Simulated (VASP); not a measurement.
# BeGe6F3 (Im-3m) in VASP: notebook

The runs below take BeGe6F3 through relaxation of cell and atoms, single point, with PBE.

Everything below comes from runs of VASP 6.6.1. Logs are shortened: lines on timing, memory, paths and dates and some standing lists are left out, and cuts for length are marked.

### 1 The cell of the first run

It takes space group Im-3m (No. 229, cubic). The conventional cell has a = 8.582 Å, b = 8.582 Å, c = 8.582 Å, α = 90.00°, β = 90.00°, γ = 90.00°. Within 2.9 Å of Be (site symmetry m-3m) lie 6 Ge at 2.17 Å. Ge (site symmetry 4mm) has 1 F at 2.12 Å and 1 Be at 2.17 Å within 2.8 Å. F (site symmetry 4/mmm) has 2 Ge at 2.12 Å within 2.8 Å.

### 2 Relaxation of cell and atoms, PBE

INCAR

```
ALGO     = Normal         # electronic algorithm
EDIFF    = 1E-6           # SCF threshold, eV
EDIFFG   = -0.01          # ionic threshold
ENCUT    = 600            # plane-wave cutoff, eV
GGA      = PE             # functional
IBRION   = 2              # ionic algorithm
ISIF     = 3              # what is computed and relaxed
ISMEAR   = 0              # smearing method
LASPH    = T              # aspherical terms in the spheres
LCHARG   = F              # write CHGCAR
LREAL    = F              # projectors in reciprocal space
LWAVE    = F              # write WAVECAR
NELM     = 100            # most SCF steps
NSW      = 100            # ionic steps
PREC     = Accurate       # precision mode
SIGMA    = 0.1            # smearing width, eV
```

KPOINTS

```
k-points
0
Gamma
  6 6 6
```

POSCAR

```
BeGe6F3
1.0
   -4.2910108785      4.2910108785      4.2910108785
    4.2910108785     -4.2910108785      4.2910108785
    4.2910108785      4.2910108785     -4.2910108785
Be Ge F
1 6 3
Direct
    0.0000000000      0.0000000000      0.0000000000
    0.0000000000      0.7468257418      0.7468257418
    0.0000000000      0.2531742582      0.2531742582
    0.7468257418      0.0000000000      0.7468257418
    0.2531742582      0.0000000000      0.2531742582
    0.7468257418      0.7468257418      0.0000000000
    0.2531742582      0.2531742582      0.0000000000
    0.0000000000      0.5000000000      0.5000000000
    0.5000000000      0.0000000000      0.5000000000
    0.5000000000      0.5000000000      0.0000000000
```

Potentials or basis: VASP PAW PBE potentials, release 64 (Be, Ge_d, F).

The run is started by

```bash
cat potpaw_PBE.64/Be/POTCAR potpaw_PBE.64/Ge_d/POTCAR potpaw_PBE.64/F/POTCAR > POTCAR
mpirun -np 1 vasp_std > vasp.out
```

OUTCAR:

```text
EDIFF = 1E-6
   EDIFFG = -0.01
   ENCUT = 600
   GGA = PE
   IBRION = 2
   ISIF = 3
   ISMEAR = 0
   LASPH = T
   LREAL = F
   NELM = 100
   NSW = 100
   PREC = Accurate

 ion  position               nearest neighbor table
   1  0.000  0.000  0.000-   2 2.17   3 2.17   4 2.17   5 2.17   6 2.17   7 2.17
   2  0.000  0.747  0.747-   8 2.12   1 2.17
   3  0.000  0.253  0.253-   8 2.12   1 2.17
   4  0.747  0.000  0.747-   9 2.12   1 2.17
   5  0.253  0.000  0.253-   9 2.12   1 2.17
   6  0.747  0.747  0.000-  10 2.12   1 2.17
   7  0.253  0.253  0.000-  10 2.12   1 2.17
   8  0.000  0.500  0.500-   2 2.12   3 2.12
   9  0.500  0.000  0.500-   4 2.12   5 2.12
  10  0.500  0.500  0.000-   6 2.12   7 2.12

  LATTYP: Found a body centered cubic cell.
 ALAT       =     8.5820217570

  Lattice vectors:

 A1 = (  -4.2910108785,   4.2910108785,   4.2910108785)
 A2 = (   4.2910108785,  -4.2910108785,   4.2910108785)
 A3 = (   4.2910108785,   4.2910108785,  -4.2910108785)

Analysis of symmetry for initial positions (statically):
=====================================================================
 Subroutine PRICEL returns:
 Original cell was already a primitive cell.

 Routine SETGRP: Setting up the symmetry group for a
 body centered cubic supercell.

 Subroutine GETGRP returns: Found 48 space group operations
 (whereof 48 operations were pure point group operations)
 out of a pool of 48 trial point group operations.

The static configuration has the point symmetry O_h .

Analysis of symmetry for dynamics (positions and initial velocities):
=====================================================================
 Subroutine PRICEL returns:
 Original cell was already a primitive cell.

 Routine SETGRP: Setting up the symmetry group for a
 body centered cubic supercell.

 Subroutine GETGRP returns: Found 48 space group operations
 (whereof 48 operations were pure point group operations)
 out of a pool of 48 trial point group operations.

The dynamic configuration has the point symmetry O_h .

 Subroutine INISYM returns: Found 48 space group operations
 (whereof 48 operations are pure point group operations),
 and found     1 'primitive' translations

----------------------------------------------------------------------------------------

                                     Primitive cell

  volume of cell :     316.0377

  direct lattice vectors                    reciprocal lattice vectors
    -4.291010878  4.291010878  4.291010878     0.000000000  0.116522660  0.116522660
     4.291010878 -4.291010878  4.291010878     0.116522660  0.000000000  0.116522660
     4.291010878  4.291010878 -4.291010878     0.116522660  0.116522660  0.000000000

  length of vectors
     7.432248857  7.432248857  7.432248857     0.164787926  0.164787926  0.164787926

  position of ions in fractional coordinates (direct lattice)
     0.000000000  0.000000000  0.000000000
     0.000000000  0.746825742  0.746825742
     0.000000000  0.253174258  0.253174258
     0.746825742  0.000000000  0.746825742
     0.253174258  0.000000000  0.253174258
     0.746825742  0.746825742  0.000000000
     0.253174258  0.253174258  0.000000000
     0.000000000  0.500000000  0.500000000
     0.500000000  0.000000000  0.500000000
     0.500000000  0.500000000  0.000000000

  ion indices of the primitive-cell ions
   primitive index   ion index
                 1           1
                 2           2
                 3           3
                 4           4
                 5           5
                 6           6
                 7           7
                 8           8
                 9           9
                10          10

----------------------------------------------------------------------------------------

 KPOINTS: k-points

Automatic generation of k-mesh.
 Grid dimensions read from file:
 generate k-points for:    6    6    6

 Generating k-lattice:

  Cartesian coordinates                     Fractional coordinates (reciprocal lattice)
     0.000000000  0.019420443  0.019420443     0.166666667  0.000000000  0.000000000
     0.019420443  0.000000000  0.019420443     0.000000000  0.166666667  0.000000000
     0.019420443  0.019420443  0.000000000     0.000000000  0.000000000  0.166666667

  Length of vectors
     0.027464654  0.027464654  0.027464654

  Shift w.r.t. Gamma in fractional coordinates (k-lattice)
     0.000000000  0.000000000  0.000000000

 Subroutine IBZKPT returns following result:
 ===========================================

 Found     16 irreducible k-points:

 Following reciprocal coordinates:
            Coordinates               Weight
  0.000000  0.000000  0.000000      1.000000
  0.166667  0.000000  0.000000     12.000000
  0.333333  0.000000  0.000000     12.000000
  0.500000  0.000000  0.000000      6.000000
  0.166667  0.166667  0.000000     24.000000
  0.333333  0.166667  0.000000     48.000000
[... 8 lines left out ...]
  0.500000  0.500000  0.333333     12.000000
  0.500000  0.500000  0.500000      1.000000
   k-points           NKPTS =     16   k-points in BZ     NKDIM =     16   number of bands    NBANDS=     64
   number of dos      NEDOS =    301   number of ions     NIONS =     10
   total plane-waves  NPLWV = 216000
   dimension x,y,z NGX =    60 NGY =   60 NGZ =   60
   dimension x,y,z NGXF=   120 NGYF=  120 NGZF=  120
   ions per type =               1   6   3
   NGX,Y,Z   is equivalent  to a cutoff of  13.42, 13.42, 13.42 a.u.
   NGXF,Y,Z  is equivalent  to a cutoff of  26.84, 26.84, 26.84 a.u.
 SYSTEM =  unknown system
   PREC   = accura    normal or accurate (medium, high low for compatibility)
   ISTART =      0    job   : 0-new  1-cont  2-samecut
   ICHARG =      2    charge: 1-file 2-atom 10-const
   ISPIN  =      1    spin polarized calculation?
   LNONCOLLINEAR =      F non collinear calculations
   LSORBIT =      F    spin-orbit coupling
   LASPH  =      T    aspherical Exc in radial PAW
   ENCUT  =  600.0 eV  44.10 Ry    6.64 a.u.  14.84 14.84 14.84*2*pi/ulx,y,z
   NELM   =    100;   NELMIN=  2; NELMDL= -5     # of ELM steps
   EDIFF  = 0.1E-05   stopping-criterion for ELM
   LREAL  =      F    real-space projection
   EDIFFG = -.1E-01   stopping-criterion for IOM
   NSW    =    100    number of steps for IOM
   IBRION =      2    ionic relax: 0-MD 1-quasi-New 2-CG
   NFREE  =      1    steps in history (QN), initial steepest desc. (CG)
   ISIF   =      3    stress and relaxation
   ISYM   =      2    0-nonsym 1-usesym 2-fastsym
   POTIM  = 0.5000    time-step for ionic-motion
   TEBEG  =    0.0;   TEEND  =   0.0 temperature during run
   PSTRESS=    0.0 pullay stress
   NELECT =     107.0000    total number of electrons
   NUPDOWN=      -1.0000    fix difference up-down
   EMIN   =  10.00;   EMAX   =-10.00  energy-range for DOS
   EFERMI =   0.00;   METHOD = LEGACY
   ISMEAR =     0;   SIGMA  =   0.10  broadening in eV -4-tet -1-fermi 0-gaus
   EFERMI_NEDOS =   21; number of points for ismear=-14 and -15
   IALGO  =     38    algorithm
   IMIX   =      4    mixing-type and parameters
     AMIX     =   0.40;   BMIX     =  1.00
     AMIX_MAG =   1.60;   BMIX_MAG =  1.00
  volume/ion in A,a.u.               =      31.60       213.27
  Fermi-wavevector in a.u.,A,eV,Ry     =   1.141011  2.156198 17.713506  1.301906
  Thomas-Fermi vector in A             =   2.277712
   LORBIT       =      0    0 simple, 1 ext, 2 COOP (PROOUT), +10 PAW based schemes
   GGA     = PE    functional components
   LHFCALC =     F    Hartree Fock is set to
   AEXX    =    0.0000 exact exchange contribution
   IVDW    =     0    specifies the selected vdW correction
   LEPSILON=     F    determine dielectric tensor
   LRPA    =     F    only Hartree local field effects (RPA)
 conjugate gradient relaxation of ions
 non-spin polarized calculation
 Gauss-broadening in eV      SIGMA  =   0.10
  energy-cutoff  :      600.00
  volume of cell :      316.04
 maximum number of plane-waves:     10606
   NGX = 29   NGY = 29   NGZ = 29

--------------------------------------- Ionic step        1  -------------------------------------------

 number of electron     107.0000034 magnetization

 Free energy of the ion-electron system (eV)
  ---------------------------------------------------
  ext. energy  EPLUGINS =         0.00000000
  ---------------------------------------------------
  free energy    TOTEN  =       -36.55940804 eV

  energy without entropy =      -36.55152263  energy(sigma->0) =      -36.55546533

------------------------ aborting loop because EDIFF is reached ----------------------------------------

  FORCE on cell =-STRESS in cart. coord.  units (eV):
  Direction    XX          YY          ZZ          XY          YZ          ZX
  --------------------------------------------------------------------------------------
  -------------------------------------------------------------------------------------
  Total        0.3371539      0.3371539      0.3371539     -0.0000000     -0.0000000      0.0000000
  in kB        1.7092277      1.7092277      1.7092277     -0.0000000     -0.0000000      0.0000000
  external PRESSURE =       1.7092277 kB  Pullay stress =       0.0000000 kB
[... 73 lines left out ...]
  energy  without entropy=      -36.5534587585  energy(sigma->0) =      -36.55738761

--------------------------------------- Ionic step        3  -------------------------------------------

 number of electron     107.0000025 magnetization

 Free energy of the ion-electron system (eV)
  ---------------------------------------------------
  ext. energy  EPLUGINS =         0.00000000
  ---------------------------------------------------
  free energy    TOTEN  =       -36.56160220 eV

  energy without entropy =      -36.55376026  energy(sigma->0) =      -36.55768123

 E-fermi :   0.4693     XC(G=0):  -6.9611

 val. band max:        0.4447998423   @ k =   0.3333   0.3333   0.0000
 cond. band min:       0.5772129668   @ k =   0.1667   0.1667   0.0000
 fundamental gap:      0.1324131245
 Fermi energy:         0.4692589907

 k-point     1 :       0.0000    0.0000    0.0000
  band No.  band energies     occupation
      1     -24.6210      2.00000
      2     -24.5797      2.00000
      3     -24.5797      2.00000
      4     -24.5030      2.00000
      5     -24.5025      2.00000
      6     -24.5025      2.00000
[... 1098 lines left out ...]
  FREE ENERGIE OF THE ION-ELECTRON SYSTEM (eV)
  ---------------------------------------------------
  free  energy   TOTEN  =       -36.5616021961 eV

  energy  without entropy=      -36.5537602597  energy(sigma->0) =      -36.55768123

 reached required accuracy - stopping structural energy minimisation
```

Run time: 21 min. Hardware: 1 thread of Intel Xeon Platinum 8259CL at 2.50GHz (Skylake/Cascade Lake), shared host; peak memory 0.72 GiB.

Results:

* Free energy: -36.5616 eV
* Relaxed volume: 31.85 Å³/atom
* Relaxed cell: a = 7.452 Å, b = 7.452 Å, c = 7.452 Å, α = 109.47°, β = 109.47°, γ = 109.47°
* Space group after relaxing (to 0.05 Å): Im-3m (No. 229)
* Energy gained by relaxing: 0.2 meV/atom
* Ionic steps: 3
* Pressure after relaxing: 0.0 GPa
* Largest force after relaxing: 0.006 eV/Å

Forces in eV/Å, atoms in the order of the input:
```
Be   0.000  0.000  0.000
Ge   0.006  0.000  0.000
Ge  -0.006  0.000  0.000
Ge   0.000  0.006  0.000
Ge   0.000 -0.006  0.000
Ge   0.000  0.000  0.006
Ge   0.000  0.000 -0.006
F    0.000  0.000  0.000
F    0.000  0.000  0.000
F    0.000  0.000  0.000
```

Step by step:
| step | energy change (eV) | largest force (eV/Å) | pressure (GPa) | volume (Å³) |
| --- | --- | --- | --- | --- |
| 1 | 0.0000 | 0.0639 | 0.17 | 316.04 |
| 2 | -0.0019 | 0.0271 | 0.05 | 317.58 |
| 3 | -0.0022 | 0.0063 | 0.03 | 318.51 |

Final structure:
```yaml
crystal:
  lattice:
    - [-4.30215, 4.30215, 4.30215]
    - [4.30215, -4.30215, 4.30215]
    - [4.30215, 4.30215, -4.30215]
  atoms:
    - { symbol: Be, position: [0.00000, 0.00000, 0.00000] }
    - { symbol: Ge, position: [0.00000, 0.74740, 0.74740] }
    - { symbol: Ge, position: [0.00000, 0.25260, 0.25260] }
    - { symbol: Ge, position: [0.74740, 0.00000, 0.74740] }
    - { symbol: Ge, position: [0.25260, 0.00000, 0.25260] }
    - { symbol: Ge, position: [0.74740, 0.74740, 0.00000] }
    - { symbol: Ge, position: [0.25260, 0.25260, 0.00000] }
    - { symbol: F, position: [0.00000, 0.50000, 0.50000] }
    - { symbol: F, position: [0.50000, 0.00000, 0.50000] }
    - { symbol: F, position: [0.50000, 0.50000, 0.00000] }
```

Levels at points of the mesh, in eV from the Fermi level:
| k point | band 50 | band 51 | band 52 | band 53 | band 54 | band 55 | band 56 | band 57 |
| --- | --- | --- | --- | --- | --- | --- | --- | --- |
| (0.00, 0.00, 0.00) | -1.75 | -1.75 | -1.75 | 0.52 | 0.52 | 0.52 | 1.09 | 1.09 |
| (0.50, 0.00, 0.00) | -1.47 | -1.32 | -1.11 | -1.02 | -0.88 | 0.43 | 1.05 | 1.12 |
| (0.50, 0.50, 0.50) | -1.49 | -1.49 | -1.49 | 0.50 | 0.50 | 0.50 | 1.42 | 1.42 |

Caveat: an odd number of electrons without spin polarisation forces a metal; a magnetic or distorted state may lie lower.

### 3 Single point, PBE

INCAR

```
SYSTEM = BeGe6F3
PREC = Accurate
ENCUT = 520
EDIFF = 1E-7
ISMEAR = 0
SIGMA = 0.1
LREAL = .False.
LASPH = .True.
NELM = 100
ALGO = Normal
ISIF = 2
LWAVE = .False.
LCHARG = .False.
GGA = PE
NBANDS = 64
```

KPOINTS

```
regular mesh
0
Gamma
  4 4 4
  0 0 0
```

POSCAR is that of step 2.

Potentials or basis: VASP PAW PBE potentials, release 64 (Be, Ge_d, F).

The run is started by

```bash
cat potpaw_PBE.64/Be/POTCAR potpaw_PBE.64/Ge_d/POTCAR potpaw_PBE.64/F/POTCAR > POTCAR
mpirun -np 1 vasp_std > vasp.out
```

It took 4.2 min on 1 thread of Intel Xeon 6975P-C, shared host; peak memory 0.47 GiB.

It converged, with:

```
Free energy   : -36.4537 eV
Pressure      : 0.3 GPa
Largest force : 0.026 eV/Å
```

Forces on the atoms (eV/Å):
```
Be   0.000  0.000  0.000
Ge   0.026  0.000  0.000
Ge  -0.026  0.000  0.000
Ge   0.000  0.026  0.000
Ge   0.000 -0.026  0.000
Ge   0.000  0.000  0.026
Ge   0.000  0.000 -0.026
F    0.000  0.000  0.000
F    0.000  0.000  0.000
F    0.000  0.000  0.000
```

Levels at points of the mesh, in eV from the Fermi level:
```
           k point  band 50  band 51  band 52  band 53  band 54  band 55  band 56  band 57
(0.00, 0.00, 0.00)    -1.65    -1.65    -1.65     0.64     0.64     0.64     1.19     1.19
(0.50, 0.00, 0.00)    -1.37    -1.21    -1.00    -0.91    -0.77     0.55     1.14     1.22
(0.50, 0.50, 0.50)    -1.39    -1.39    -1.39     0.62     0.62     0.62     1.52     1.52
```

Caveat: an odd number of electrons without spin polarisation forces a metal; a magnetic or distorted state may lie lower.

(Continued in part 2 of 2.)
